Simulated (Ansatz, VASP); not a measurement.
# One calculation of AlN, two programs

File INCAR:

```
SYSTEM = AlN
ALGO     = Normal         ! electronic algorithm
EDIFF    = 1E-6           ! SCF threshold, eV
ENCUT    = 520            ! plane-wave cutoff, eV
GGA      = PE             ! functional
ISIF     = 2              ! what is computed and relaxed
ISMEAR   = -1             ! smearing method
LASPH    = .True.         ! aspherical terms in the spheres
LCHARG   = .True.         ! write CHGCAR
LELF     = .True.         ! ELF
LREAL    = .False.        ! projectors in reciprocal space
LVHAR    = .True.       
LWAVE    = .False.        ! write WAVECAR
NBANDS   = 16             ! bands
NELM     = 60             ! most SCF steps
PREC     = Accurate       ! precision mode
SIGMA    = 0.02           ! smearing width, eV
```

File KPOINTS:

```
k-points
0
Gamma
  12 12 6
  0 0 0
```

Contents of POSCAR:

```
AlN
1.0
    2.8328531496      0.0000000000      0.0000000000
   -1.4164265748      2.4533227928      0.0000000000
    0.0000000000      0.0000000000      4.8410108813
Al N
2 2
Direct
    0.0000000000      0.0000000000      0.0000000000
    0.0000000000      0.0000000000      0.5000000000
    0.3333333333      0.6666666667      0.2500000000
    0.6666666667      0.3333333333      0.7500000000
```

Input for Ansatz:

```yaml
crystal:
  lattice:
    - [2.8328531496, 0.0, 0.0]
    - [-1.4164265748, 2.4533227928, 0.0]
    - [0.0, 0.0, 4.8410108813]
  atoms:
    - { symbol: Al, position: [0.0, 0.0, 0.0] }
    - { symbol: Al, position: [0.0, 0.0, 0.5] }
    - { symbol: "N", position: [0.3333333333, 0.6666666667, 0.25] }
    - { symbol: "N", position: [0.6666666667, 0.3333333333, 0.75] }
kpoints:
  mp_grid: { grid: [12, 12, 6] }
  band_path:
    path:
      - [[0.0, 0.0, 0.0], [0.5, 3.655587699169e-17, -5.301739184542e-19], [0.3333333333333, 0.3333333333333, -3.534492789654e-19], [0.0, 0.0, 0.0], [-1.030489171774e-35, 7.392534127578e-36, 0.5], [0.5, 3.660125030236e-17, 0.5], [0.3333333333333, 0.3333333333333, 0.5], [-1.030489171774e-35, 7.392534127578e-36, 0.5]]
      - [[0.5, 3.660125030236e-17, 0.5], [0.5, 3.655587699169e-17, -5.301739184542e-19]]
      - [[0.3333333333333, 0.3333333333333, 0.5], [0.3333333333333, 0.3333333333333, -3.534492789654e-19]]
    npoints: 10
hamiltonian:
  xc: pbe
scf:
  occupations: { method: fermi_dirac, width: 0.02 }
  n_extra_bands: 5
output:
  forces: true
  stress: true
  eigenvalues: true
```

Alike in both runs: task single point; functional PBE; k mesh 12 × 12 × 6; occupations fermi-dirac, width 0.02 eV; no spin polarisation.

```csv
,VASP,Ansatz
version,VASP 6.6.1,Ansatz 0.2.0
potentials or method,"VASP PAW PBE potentials, release 64 (Al, N)","plane waves, PAW"
plane-wave cutoff (eV),520,420
valence electrons in the cell,16,16
```

|  | VASP | Ansatz | Ansatz less VASP |
| --- | --- | --- | --- |
| gap on the k mesh at the Fermi level (eV) | 4.91 | 4.92 | +0.013 |
| pressure (GPa) | 6.0 | 6.3 | +0.32 |
| traceless stress, the component that is largest in VASP (GPa) | 0.96 | 1.06 | +0.093 |
